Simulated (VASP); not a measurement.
# CdSe (P6_3mc) in VASP: a series of runs, part 2 of 2

VASP 6.6.1.

## 4. Single point, PBE (26.19 Å³/atom)

This run uses another cell than the first one, of 26.19 Å³/atom.

INCAR reads:

```
ALGO = Normal ; EDIFF = 1E-6
ENCUT = 520 ; GGA = PE
ISIF = 2 ; ISMEAR = 0
LASPH = T ; LCHARG = F
LREAL = F ; LWAVE = F
NBANDS = 26 ; NELM = 100
PREC = Accurate ; SIGMA = 0.05
```

KPOINTS reads:

```
k-points
0
Gamma
  10 10 6
```

POSCAR reads:

```
CdSe
1.0
    4.1986975035      0.0000000000      0.0000000000
   -2.0993487518      3.6361787008      0.0000000000
    0.0000000000      0.0000000000      6.8606943709
Cd Se
2 2
Direct
    0.3333333333      0.6666666667      0.0048420126
    0.6666666667      0.3333333333      0.5048420126
    0.3333333333      0.6666666667      0.3801579874
    0.6666666667      0.3333333333      0.8801579874
```

Potentials or basis: VASP PAW PBE potentials, release 64 (Cd, Se).

Started as:

```bash
cat potpaw_PBE.64/Cd/POTCAR potpaw_PBE.64/Se/POTCAR > POTCAR
mpirun -np 1 vasp_std > vasp.out
```

OUTCAR:

```text
EDIFF = 1E-6
   ENCUT = 520
   GGA = PE
   ISIF = 2
   ISMEAR = 0
   LASPH = T
   LREAL = F
   NELM = 100
   PREC = Accurate

 ion  position               nearest neighbor table
   1  0.333  0.667  0.005-   4 2.57   4 2.57   4 2.57   3 2.57
   2  0.667  0.333  0.505-   3 2.57   3 2.57   3 2.57   4 2.57
   3  0.333  0.667  0.380-   2 2.57   2 2.57   2 2.57   1 2.57
   4  0.667  0.333  0.880-   1 2.57   1 2.57   1 2.57   2 2.57

  LATTYP: Found a hexagonal cell.
 ALAT       =     4.1986975035
 C/A-ratio  =     1.6340053946

  Lattice vectors:

 A1 = (   4.1986975035,   0.0000000000,   0.0000000000)
 A2 = (  -2.0993487518,   3.6361787008,   0.0000000000)
 A3 = (   0.0000000000,   0.0000000000,   6.8606943709)

Analysis of symmetry for initial positions (statically):
=====================================================================
 Subroutine PRICEL returns:
 Original cell was already a primitive cell.

 Routine SETGRP: Setting up the symmetry group for a
 hexagonal supercell.

 Subroutine GETGRP returns: Found 12 space group operations
 (whereof  6 operations were pure point group operations)
 out of a pool of 24 trial point group operations.

The static configuration has the point symmetry C_3v.
 The point group associated with its full space group is C_6v.

Analysis of symmetry for dynamics (positions and initial velocities):
=====================================================================
 Subroutine PRICEL returns:
 Original cell was already a primitive cell.

 Routine SETGRP: Setting up the symmetry group for a
 hexagonal supercell.

 Subroutine GETGRP returns: Found 12 space group operations
 (whereof  6 operations were pure point group operations)
 out of a pool of 24 trial point group operations.

The dynamic configuration has the point symmetry C_3v.
 The point group associated with its full space group is C_6v.

 Subroutine INISYM returns: Found 12 space group operations
 (whereof  6 operations are pure point group operations),
 and found     1 'primitive' translations

----------------------------------------------------------------------------------------

                                     Primitive cell

  volume of cell :     104.7437

  direct lattice vectors                    reciprocal lattice vectors
     4.198697504  0.000000000  0.000000000     0.238169099  0.137506993  0.000000000
    -2.099348752  3.636178701  0.000000000     0.000000000  0.275013986  0.000000000
     0.000000000  0.000000000  6.860694371     0.000000000  0.000000000  0.145757841

  length of vectors
     4.198697504  4.198697503  6.860694371     0.275013986  0.275013986  0.145757841

  position of ions in fractional coordinates (direct lattice)
     0.333333333  0.666666667  0.004842013
     0.666666667  0.333333333  0.504842013
     0.333333333  0.666666667  0.380157987
     0.666666667  0.333333333  0.880157987

  ion indices of the primitive-cell ions
   primitive index   ion index
                 1           1
                 2           2
                 3           3
                 4           4

----------------------------------------------------------------------------------------

 KPOINTS: k-points

Automatic generation of k-mesh.
 Grid dimensions read from file:
 generate k-points for:   10   10    6

 Generating k-lattice:

  Cartesian coordinates                     Fractional coordinates (reciprocal lattice)
     0.023816910  0.013750699  0.000000000     0.100000000  0.000000000  0.000000000
     0.000000000  0.027501399  0.000000000     0.000000000  0.100000000  0.000000000
     0.000000000  0.000000000  0.024292974     0.000000000  0.000000000  0.166666667

  Length of vectors
     0.027501399  0.027501399  0.024292974

  Shift w.r.t. Gamma in fractional coordinates (k-lattice)
     0.000000000  0.000000000  0.000000000

 Subroutine IBZKPT returns following result:
 ===========================================

 Found     56 irreducible k-points:

 Following reciprocal coordinates:
            Coordinates               Weight
  0.000000  0.000000  0.000000      1.000000
  0.100000  0.000000  0.000000      6.000000
  0.200000  0.000000  0.000000      6.000000
  0.300000  0.000000  0.000000      6.000000
  0.400000  0.000000  0.000000      6.000000
  0.500000  0.000000  0.000000      3.000000
[... 16 lines left out ...]
  0.300000  0.100000  0.166667     24.000000
  0.400000  0.100000  0.166667     24.000000
 [... further k-points ...]
   k-points           NKPTS =     56   k-points in BZ     NKDIM =     56   number of bands    NBANDS=     26
   number of dos      NEDOS =    301   number of ions     NIONS =      4
   total plane-waves  NPLWV =  55296
   dimension x,y,z NGX =    32 NGY =   32 NGZ =   54
   dimension x,y,z NGXF=    64 NGYF=   64 NGZF=  108
   ions per type =               2   2
   NGX,Y,Z   is equivalent  to a cutoff of  12.67, 12.67, 13.09 a.u.
   NGXF,Y,Z  is equivalent  to a cutoff of  25.34, 25.34, 26.17 a.u.
 SYSTEM =  unknown system
   PREC   = accura    normal or accurate (medium, high low for compatibility)
   ISTART =      0    job   : 0-new  1-cont  2-samecut
   ICHARG =      2    charge: 1-file 2-atom 10-const
   ISPIN  =      1    spin polarized calculation?
   LNONCOLLINEAR =      F non collinear calculations
   LSORBIT =      F    spin-orbit coupling
   LASPH  =      T    aspherical Exc in radial PAW
   ENCUT  =  520.0 eV  38.22 Ry    6.18 a.u.   7.81  7.81 12.76*2*pi/ulx,y,z
   NELM   =    100;   NELMIN=  2; NELMDL= -5     # of ELM steps
   EDIFF  = 0.1E-05   stopping-criterion for ELM
   LREAL  =      F    real-space projection
   EDIFFG = 0.1E-04   stopping-criterion for IOM
   NSW    =      0    number of steps for IOM
   IBRION =     -1    ionic relax: 0-MD 1-quasi-New 2-CG
   NFREE  =      0    steps in history (QN), initial steepest desc. (CG)
   ISIF   =      2    stress and relaxation
   ISYM   =      2    0-nonsym 1-usesym 2-fastsym
   POTIM  = 0.5000    time-step for ionic-motion
   TEBEG  =    0.0;   TEEND  =   0.0 temperature during run
   PSTRESS=    0.0 pullay stress
   NELECT =      36.0000    total number of electrons
   NUPDOWN=      -1.0000    fix difference up-down
   EMIN   =  10.00;   EMAX   =-10.00  energy-range for DOS
   EFERMI =   0.00;   METHOD = LEGACY
   ISMEAR =     0;   SIGMA  =   0.05  broadening in eV -4-tet -1-fermi 0-gaus
   EFERMI_NEDOS =   21; number of points for ismear=-14 and -15
   IALGO  =     38    algorithm
   IMIX   =      4    mixing-type and parameters
     AMIX     =   0.40;   BMIX     =  1.00
     AMIX_MAG =   1.60;   BMIX_MAG =  1.00
  volume/ion in A,a.u.               =      26.19       176.71
  Fermi-wavevector in a.u.,A,eV,Ry     =   1.146744  2.167031 17.891949  1.315021
  Thomas-Fermi vector in A             =   2.283427
   LORBIT       =      0    0 simple, 1 ext, 2 COOP (PROOUT), +10 PAW based schemes
   GGA     = PE    functional components
   LHFCALC =     F    Hartree Fock is set to
   AEXX    =    0.0000 exact exchange contribution
   IVDW    =     0    specifies the selected vdW correction
   LEPSILON=     F    determine dielectric tensor
   LRPA    =     F    only Hartree local field effects (RPA)
 non-spin polarized calculation
 Gauss-broadening in eV      SIGMA  =   0.05
  energy-cutoff  :      520.00
  volume of cell :      104.74
 maximum number of plane-waves:      2838
 NGX is ok and might be reduce to    32
   NGX = 15   NGY = 15   NGZ = 25

 number of electron      36.0000014 magnetization

 Free energy of the ion-electron system (eV)
  ---------------------------------------------------
  ext. energy  EPLUGINS =         0.00000000
  ---------------------------------------------------
  free energy    TOTEN  =       -10.66189843 eV

  energy without entropy =      -10.66189843  energy(sigma->0) =      -10.66189843

 E-fermi :   1.7831     XC(G=0):  -9.2107

 val. band max:        1.5467557424   @ k =   0.0000   0.0000   0.0000
 cond. band min:       2.3689337360   @ k =   0.0000   0.0000   0.0000
 fundamental gap:      0.8221779936
 Fermi energy:         1.7831189297

 k-point     1 :       0.0000    0.0000    0.0000
  band No.  band energies     occupation
      1     -11.4901      2.00000
      2     -11.0455      2.00000
      3      -6.6558      2.00000
      4      -6.6458      2.00000
      5      -6.6458      2.00000
      6      -6.5632      2.00000
[... 685 lines left out ...]
     25       9.7528      0.00000
     26      10.9365      0.00000

 [... further k-points ...]

------------------------ aborting loop because EDIFF is reached ----------------------------------------

  FORCE on cell =-STRESS in cart. coord.  units (eV):
  Direction    XX          YY          ZZ          XY          YZ          ZX
  --------------------------------------------------------------------------------------
  -------------------------------------------------------------------------------------
  Total        5.2887736      5.2887736      5.3187467     -0.0000000      0.0000000      0.0000000
  in kB       80.8979801     80.8979801     81.3564545     -0.0000000      0.0000000      0.0000000
  external PRESSURE =      81.0508049 kB  Pullay stress =       0.0000000 kB

 VOLUME and BASIS-vectors are now :
 -----------------------------------------------------------------------------
  energy-cutoff  :      520.00
  volume of cell :      104.74
      direct lattice vectors                 reciprocal lattice vectors
     4.198697504  0.000000000  0.000000000     0.238169099  0.137506993  0.000000000
    -2.099348752  3.636178701  0.000000000     0.000000000  0.275013986  0.000000000
     0.000000000  0.000000000  6.860694371     0.000000000  0.000000000  0.145757841

 POSITION                                       TOTAL-FORCE (eV/Angst)
 -----------------------------------------------------------------------------------
     -0.00000      2.42412      0.03322         0.000000      0.000000      0.009073
      2.09935      1.21206      3.46357        -0.000000     -0.000000      0.009073
     -0.00000      2.42412      2.60815        -0.000000      0.000000     -0.009073
      2.09935      1.21206      6.03849         0.000000     -0.000000     -0.009073
 -----------------------------------------------------------------------------------
    total drift:                               -0.000000      0.000000     -0.000423

  FREE ENERGIE OF THE ION-ELECTRON SYSTEM (eV)
  ---------------------------------------------------
  free  energy   TOTEN  =       -10.6618984313 eV

  energy  without entropy=      -10.6618984313  energy(sigma->0) =      -10.66189843
```

OSZICAR:

```text
N       E                     dE             d eps       ncg     rms          rms(c)
DAV:   1     0.245564646528E+03    0.24556E+03   -0.17330E+04  2912   0.126E+03
DAV:   2     0.988633937424E+00   -0.24458E+03   -0.23693E+03  3158   0.315E+02
DAV:   3    -0.113017693065E+02   -0.12290E+02   -0.12226E+02  3500   0.712E+01
DAV:   4    -0.113992958618E+02   -0.97527E-01   -0.97428E-01  3188   0.594E+00
DAV:   5    -0.113998823613E+02   -0.58650E-03   -0.58648E-03  3362   0.442E-01    0.104E+01
DAV:   6    -0.107008830609E+02    0.69900E+00   -0.11911E+00  3690   0.115E+01    0.790E+00
DAV:   7    -0.106672566500E+02    0.33626E-01   -0.62522E-01  3046   0.414E+00    0.247E+00
DAV:   8    -0.106615653066E+02    0.56913E-02   -0.78376E-02  3036   0.287E+00    0.460E-01
DAV:   9    -0.106616982302E+02   -0.13292E-03   -0.94111E-03  3156   0.111E+00    0.158E-01
DAV:  10    -0.106618118060E+02   -0.11358E-03   -0.94313E-04  3082   0.347E-01    0.755E-02
DAV:  11    -0.106618879682E+02   -0.76162E-04   -0.15913E-04  3042   0.756E-02    0.266E-02
DAV:  12    -0.106618974501E+02   -0.94819E-05   -0.19197E-05  3454   0.386E-02    0.120E-02
DAV:  13    -0.106618984313E+02   -0.98117E-06   -0.88245E-06  3004   0.316E-02
   1 F= -.10661898E+02 E0= -.10661898E+02  d E =-.185389E-13
```

It took 2 min on 1 thread of Intel Xeon 8259CL, shared host; peak memory 0.31 GiB.

Results:

```yaml
Free_energy: -10.6619 eV
Pressure: 8.1 GPa
Largest_force: 0.009 eV/Å
Band_gap_on_the_k_mesh: 0.82 eV
```

Forces on the atoms (eV/Å):
```
Cd   0.000  0.000  0.009
Cd   0.000  0.000  0.009
Se   0.000  0.000 -0.009
Se   0.000  0.000 -0.009
```

Caveat: the cell stands under pressure. A hybrid or GW would open this gap; PBE tends to underestimate it.

## 5. Overview

| cell | gap on the mesh (eV) | pressure (GPa) | largest force (eV/Å) |
| --- | --- | --- | --- |
| a = 4.035, b = 4.035, c = 6.753 Å, angles 90.0, 90.0, 120.0°, 4 atoms, atomic positions A | 0.95 | 17.3 | 0.01 |
| a = 4.123, b = 4.123, c = 6.793 Å, angles 90.0, 90.0, 120.0°, 4 atoms, atomic positions B | 0.90 | 12.2 | - |
| a = 4.199, b = 4.199, c = 6.861 Å, angles 90.0, 90.0, 120.0°, 4 atoms, atomic positions C | 0.82 | 8.1 | 0.01 |

Alike in all rows: task single point; level PBE; potentials or basis VASP PAW PBE potentials, release 64 (Cd, Se); no spin polarisation; k mesh 10 × 10 × 6; cutoff (eV) 520; smearing gaussian 0.05 eV.

Caveats: the cell stands under pressure.

Total energies depend on the potentials used, so only differences within one code and one set of settings carry meaning.
